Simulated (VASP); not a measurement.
A run of VASP 6.6.1:

File INCAR:

```
SYSTEM = As
PREC = Accurate
ENCUT = 600
EDIFF = 1E-8
ISMEAR = -1
SIGMA = 0.05
LREAL = .False.
LASPH = .True.
NELM = 60
ALGO = Normal
ISIF = 3
LWAVE = .False.
LCHARG = .True.
GGA = PS
NBANDS = 8
IBRION = 6
NFREE = 2
POTIM = 0.015
NSW = 1
```

File KPOINTS:

```
Automatic mesh
0
Gamma
  7 7 7
  0 0 0
```

The input POSCAR:

```
As
1.0
    2.7036817444      0.0000000000      0.0000000000
    0.0000000000      2.7036817444      0.0000000000
    0.0000000000      0.0000000000      2.7036817444
As
1
Direct
    0.5000000000      0.5000000000      0.5000000000
```

Potentials or basis: VASP PAW PBE potentials, release 64 (As).

Launch:

```sh
$ cat potpaw_PBE.64/As/POTCAR > POTCAR
$ mpirun -np 1 vasp_std > vasp.out
```

Hardware: 1 thread of Intel(R) Xeon(R) Platinum 8488C (Sapphire Rapids), on a shared host.

Question: Estimate the wall time of this run.

Answer: It took 57 s on 1 thread of Intel(R) Xeon(R) Platinum 8488C (Sapphire Rapids) (shared host), peak memory 0.16 GiB. Counts: scf iterations 122, k points 20.
